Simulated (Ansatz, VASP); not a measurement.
# AlH4 in VASP and in Ansatz

```
CELL_PARAMETERS angstrom
-1.73508 1.73508 4.26288
1.73508 -1.73508 4.26288
1.73508 1.73508 -4.26288
ATOMIC_POSITIONS crystal
Al 0.00000 0.00000 0.00000
H 0.19600 0.19600 0.00000
H 0.80400 0.80400 0.00000
H 0.50000 0.00000 0.50000
H 0.00000 0.50000 0.50000
```

Change from the starting cell: species swapped into the SnF4 type (I4/mmm, No. 139).

Alike in both runs: task relaxation of cell and atoms; functional PBE; k mesh 16 × 16 × 16; occupations gaussian, width 0.1 eV; no spin polarisation.

|  | VASP | Ansatz |
| --- | --- | --- |
| version | VASP 6.6.1 | Ansatz 0.2.0 |
| potentials or method | VASP PAW PBE potentials, release 64 (Al, H), cutoff 600 eV | scalar-relativistic, plane waves, PAW |
| valence electrons in the cell | 7 | 7 |

Ansatz gave:

* gap on the k mesh at the Fermi level, each at its own relaxed structure (eV): none
* relaxed volume (Å³/atom): 10.28
* relaxed cell length with the largest relative difference (Å): 4.897

Problem. Estimate VASP's values.

Solution. gap on the k mesh at the Fermi level, each at its own relaxed structure (eV): none; relaxed volume (Å³/atom): 10.32; relaxed cell length with the largest relative difference (Å): 4.913.

A gap of «none» marks a metal or a gap that the smearing closes.
